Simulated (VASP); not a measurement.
# Zr (P6_3/mmc) in VASP: further runs, part 2 of 2

VASP 6.6.1. Earlier steps stand in the parts before.

**4. Single point, PBE**

File INCAR:

```
SYSTEM = Zr
ALGO     = Normal         ! electronic algorithm
EDIFF    = 1E-6           ! SCF threshold, eV
ENCUT    = 520            ! plane-wave cutoff, eV
GGA      = PE             ! functional
ISIF     = 2              ! what is computed and relaxed
ISMEAR   = -1             ! smearing method
LASPH    = .True.         ! aspherical terms in the spheres
LCHARG   = .False.        ! write CHGCAR
LREAL    = .False.        ! projectors in reciprocal space
LWAVE    = .False.        ! write WAVECAR
NBANDS   = 19             ! bands
NELM     = 100            ! most SCF steps
PREC     = Accurate       ! precision mode
SIGMA    = 0.1            ! smearing width, eV
```

File KPOINTS:

```
k-points
0
Gamma
  6 6 3
  0 0 0
```

File POSCAR:

```
Zr
1.0
    3.2318821451      0.0000000000      0.0000000000
   -1.6159410725      2.7988920397      0.0000000000
    0.0000000000      0.0000000000      5.1741041053
Zr
2
Direct
    0.3333333333      0.6666666667      0.2500000000
    0.6666666667      0.3333333333      0.7500000000
```

Potentials or basis: VASP PAW PBE potentials, release 64 (Zr_sv).

Launch:

```console
$ cat potpaw_PBE.64/Zr_sv/POTCAR > POTCAR
$ mpirun -np 1 vasp_std > vasp.out
```

OUTCAR:

```text
SYSTEM = Zr
   EDIFF = 1E-6
   ENCUT = 520
   GGA = PE
   ISIF = 2
   ISMEAR = -1
   LASPH = .True.
   LREAL = .False.
   NELM = 100
   PREC = Accurate

 ion  position               nearest neighbor table
   1  0.333  0.667  0.250-   2 3.19   2 3.19   2 3.19   2 3.19   2 3.19   2 3.19
   2  0.667  0.333  0.750-   1 3.19   1 3.19   1 3.19   1 3.19   1 3.19   1 3.19

  LATTYP: Found a hexagonal cell.
 ALAT       =     3.2318821451
 C/A-ratio  =     1.6009569263

  Lattice vectors:

 A1 = (   3.2318821451,   0.0000000000,   0.0000000000)
 A2 = (  -1.6159410725,   2.7988920397,   0.0000000000)
 A3 = (   0.0000000000,   0.0000000000,   5.1741041053)

Analysis of symmetry for initial positions (statically):
=====================================================================
 Subroutine PRICEL returns:
 Original cell was already a primitive cell.

 Routine SETGRP: Setting up the symmetry group for a
 hexagonal supercell.

 Subroutine GETGRP returns: Found 24 space group operations
 (whereof 12 operations were pure point group operations)
 out of a pool of 24 trial point group operations.

The static configuration has the point symmetry D_3d.
 The point group associated with its full space group is D_6h.

Analysis of symmetry for dynamics (positions and initial velocities):
=====================================================================
 Subroutine PRICEL returns:
 Original cell was already a primitive cell.

 Routine SETGRP: Setting up the symmetry group for a
 hexagonal supercell.

 Subroutine GETGRP returns: Found 24 space group operations
 (whereof 12 operations were pure point group operations)
 out of a pool of 24 trial point group operations.

The dynamic configuration has the point symmetry D_3d.
 The point group associated with its full space group is D_6h.

 Subroutine INISYM returns: Found 24 space group operations
 (whereof 12 operations are pure point group operations),
 and found     1 'primitive' translations

----------------------------------------------------------------------------------------

                                     Primitive cell

  volume of cell :      46.8033

  direct lattice vectors                    reciprocal lattice vectors
     3.231882145  0.000000000  0.000000000     0.309417223  0.178642117  0.000000000
    -1.615941073  2.798892040  0.000000000     0.000000000  0.357284235  0.000000000
     0.000000000  0.000000000  5.174104105     0.000000000  0.000000000  0.193270174

  length of vectors
     3.231882145  3.231882145  5.174104105     0.357284235  0.357284235  0.193270174

  position of ions in fractional coordinates (direct lattice)
     0.333333333  0.666666667  0.250000000
     0.666666667  0.333333333  0.750000000

  ion indices of the primitive-cell ions
   primitive index   ion index
                 1           1
                 2           2

----------------------------------------------------------------------------------------

 KPOINTS: k-points

Automatic generation of k-mesh.
 Grid dimensions read from file:
 generate k-points for:    6    6    3

 Generating k-lattice:

  Cartesian coordinates                     Fractional coordinates (reciprocal lattice)
     0.051569537  0.029773686  0.000000000     0.166666667 -0.000000000  0.000000000
     0.000000000  0.059547372  0.000000000     0.000000000  0.166666667  0.000000000
     0.000000000  0.000000000  0.064423391     0.000000000  0.000000000  0.333333333

  Length of vectors
     0.059547372  0.059547372  0.064423391

  Shift w.r.t. Gamma in fractional coordinates (k-lattice)
     0.000000000  0.000000000  0.000000000

 Subroutine IBZKPT returns following result:
 ===========================================

 Found     14 irreducible k-points:

 Following reciprocal coordinates:
            Coordinates               Weight
  0.000000  0.000000  0.000000      1.000000
  0.166667 -0.000000  0.000000      6.000000
  0.333333  0.000000  0.000000      6.000000
  0.500000 -0.000000  0.000000      3.000000
  0.166667  0.166667  0.000000      6.000000
  0.333333  0.166667  0.000000     12.000000
  0.333333  0.333333  0.000000      2.000000
  0.000000  0.000000  0.333333      2.000000
  0.166667 -0.000000  0.333333     12.000000
  0.333333  0.000000  0.333333     12.000000
  0.500000 -0.000000  0.333333      6.000000
  0.166667  0.166667  0.333333     12.000000
  0.333333  0.166667  0.333333     24.000000
  0.333333  0.333333  0.333333      4.000000
   k-points           NKPTS =     14   k-points in BZ     NKDIM =     14   number of bands    NBANDS=     19
   number of dos      NEDOS =    301   number of ions     NIONS =      2
   total plane-waves  NPLWV =  23040
   dimension x,y,z NGX =    24 NGY =   24 NGZ =   40
   dimension x,y,z NGXF=    48 NGYF=   48 NGZF=   80
   ions per type =               2
   NGX,Y,Z   is equivalent  to a cutoff of  12.35, 12.35, 12.85 a.u.
   NGXF,Y,Z  is equivalent  to a cutoff of  24.69, 24.69, 25.70 a.u.
 SYSTEM =  Zr
   PREC   = accura    normal or accurate (medium, high low for compatibility)
   ISTART =      0    job   : 0-new  1-cont  2-samecut
   ICHARG =      2    charge: 1-file 2-atom 10-const
   ISPIN  =      1    spin polarized calculation?
   LNONCOLLINEAR =      F non collinear calculations
   LSORBIT =      F    spin-orbit coupling
   LASPH  =      T    aspherical Exc in radial PAW
   ENCUT  =  520.0 eV  38.22 Ry    6.18 a.u.   6.01  6.01  9.62*2*pi/ulx,y,z
   NELM   =    100;   NELMIN=  2; NELMDL= -5     # of ELM steps
   EDIFF  = 0.1E-05   stopping-criterion for ELM
   LREAL  =      F    real-space projection
   EDIFFG = 0.1E-04   stopping-criterion for IOM
   NSW    =      0    number of steps for IOM
   IBRION =     -1    ionic relax: 0-MD 1-quasi-New 2-CG
   NFREE  =      0    steps in history (QN), initial steepest desc. (CG)
   ISIF   =      2    stress and relaxation
   ISYM   =      2    0-nonsym 1-usesym 2-fastsym
   POTIM  = 0.5000    time-step for ionic-motion
   TEBEG  =    0.0;   TEEND  =   0.0 temperature during run
   PSTRESS=    0.0 pullay stress
   NELECT =      24.0000    total number of electrons
   NUPDOWN=      -1.0000    fix difference up-down
   EMIN   =  10.00;   EMAX   =-10.00  energy-range for DOS
   EFERMI =   0.00;   METHOD = LEGACY
   ISMEAR =    -1;   SIGMA  =   0.10  broadening in eV -4-tet -1-fermi 0-gaus
   EFERMI_NEDOS =   21; number of points for ismear=-14 and -15
   IALGO  =     38    algorithm
   IMIX   =      4    mixing-type and parameters
     AMIX     =   0.40;   BMIX     =  1.00
     AMIX_MAG =   1.60;   BMIX_MAG =  1.00
  volume/ion in A,a.u.               =      23.40       157.92
  Fermi-wavevector in a.u.,A,eV,Ry     =   1.310347  2.476197 23.361328  1.717009
  Thomas-Fermi vector in A             =   2.440883
   LORBIT       =      0    0 simple, 1 ext, 2 COOP (PROOUT), +10 PAW based schemes
   GGA     = PE    functional components
   LHFCALC =     F    Hartree Fock is set to
   AEXX    =    0.0000 exact exchange contribution
   IVDW    =     0    specifies the selected vdW correction
   LEPSILON=     F    determine dielectric tensor
   LRPA    =     F    only Hartree local field effects (RPA)
 non-spin polarized calculation
  energy-cutoff  :      520.00
  volume of cell :       46.80
 maximum number of plane-waves:      1290
   NGX = 13   NGY = 13   NGZ = 19

 number of electron      24.0000001 magnetization

 Free energy of the ion-electron system (eV)
  ---------------------------------------------------
  ext. energy  EPLUGINS =         0.00000000
  ---------------------------------------------------
  free energy    TOTEN  =       -17.03279432 eV

  energy without entropy =      -16.93340151  energy(sigma->0) =      -16.98309792

 E-fermi :   8.9114     XC(G=0): -11.0587

 val. band max:        8.8601086991   @ k =   0.1667  -0.0000   0.0000
 cond. band min:       8.9422481033   @ k =   0.3333   0.1667   0.3333
 fundamental gap:      0.0821394042
 Fermi energy:         8.9113528730

 k-point     1 :       0.0000    0.0000    0.0000
  band No.  band energies     occupation
      1     -39.9064      2.00000
      2     -39.7581      2.00000
      3     -18.4177      2.00000
      4     -17.5589      2.00000
      5     -17.5589      2.00000
      6     -17.4378      2.00000
[... 11 lines left out ...]
     18      11.0996      0.00000
     19      13.3518      0.00000
[... 269 lines left out ...]
      3     -18.1530      2.00000
      4     -18.1530      2.00000
      5     -18.0411      2.00000
      6     -17.8864      2.00000
[... 11 lines left out ...]
     18      13.3334      0.00000
     19      16.2496      0.00000

------------------------ aborting loop because EDIFF is reached ----------------------------------------

  FORCE on cell =-STRESS in cart. coord.  units (eV):
  Direction    XX          YY          ZZ          XY          YZ          ZX
  --------------------------------------------------------------------------------------
  -------------------------------------------------------------------------------------
  Total        0.1717882      0.1717882      0.0521768      0.0000000     -0.0000000      0.0000000
  in kB        5.8806727      5.8806727      1.7861210      0.0000000     -0.0000000      0.0000000
  external PRESSURE =       4.5158222 kB  Pullay stress =       0.0000000 kB

 VOLUME and BASIS-vectors are now :
 -----------------------------------------------------------------------------
  energy-cutoff  :      520.00
  volume of cell :       46.80
      direct lattice vectors                 reciprocal lattice vectors
     3.231882145  0.000000000  0.000000000     0.309417223  0.178642117  0.000000000
    -1.615941073  2.798892040  0.000000000     0.000000000  0.357284235  0.000000000
     0.000000000  0.000000000  5.174104105     0.000000000  0.000000000  0.193270174

 POSITION                                       TOTAL-FORCE (eV/Angst)
 -----------------------------------------------------------------------------------
     -0.00000      1.86593      1.29353        -0.000000      0.000000      0.000000
      1.61594      0.93296      3.88058         0.000000     -0.000000      0.000000
 -----------------------------------------------------------------------------------
    total drift:                               -0.000000      0.000000     -0.000000

  FREE ENERGIE OF THE ION-ELECTRON SYSTEM (eV)
  ---------------------------------------------------
  free  energy   TOTEN  =       -17.0327943205 eV

  energy  without entropy=      -16.9334015130  energy(sigma->0) =      -16.98309792
```

Run time: 31 s. Hardware: 1 thread of AMD EPYC 7R13, shared host; peak memory 0.13 GiB.

What came out:

| Quantity | Value |
| --- | --- |
| Free energy | -17.0328 eV |
| Pressure | 0.5 GPa |
| Band gap on the k mesh | zero (band 12 reaches 9.81 eV, above the bottom of band 13 at 8.94 eV) |

Stress tensor (GPa, compression positive):
```
0.59 0.00 0.00
0.00 0.59 0.00
0.00 0.00 0.18
```

Levels at points of the mesh, in eV from the Fermi level:
| k point | band 9 | band 10 | band 11 | band 12 | band 13 | band 14 | band 15 | band 16 |
| --- | --- | --- | --- | --- | --- | --- | --- | --- |
| (0.00, 0.00, 0.00) | -5.62 | -3.00 | 0.90 | 0.90 | 0.99 | 1.14 | 1.57 | 1.57 |
| (0.50, 0.00, 0.00) | -2.52 | -2.48 | -2.11 | -0.18 | 0.59 | 0.77 | 1.46 | 4.92 |

Caveat: the k points lie up to 0.40 Å⁻¹ apart.

**5. Summary**

```csv
k mesh,gap on the mesh (eV),pressure (GPa)
3 × 3 × 2,none,-1.1
4 × 4 × 2,none,0.3
6 × 6 × 3,none,0.5
```

Alike in all rows: task single point; level PBE; potentials or basis VASP PAW PBE potentials, release 64 (Zr_sv); no spin polarisation; cell as given; cutoff (eV) 520; smearing fermi-dirac 0.1 eV.

Caveats: all runs use coarse meshes.

Total energies depend on the potentials used, so only differences within one code and one set of settings carry meaning.
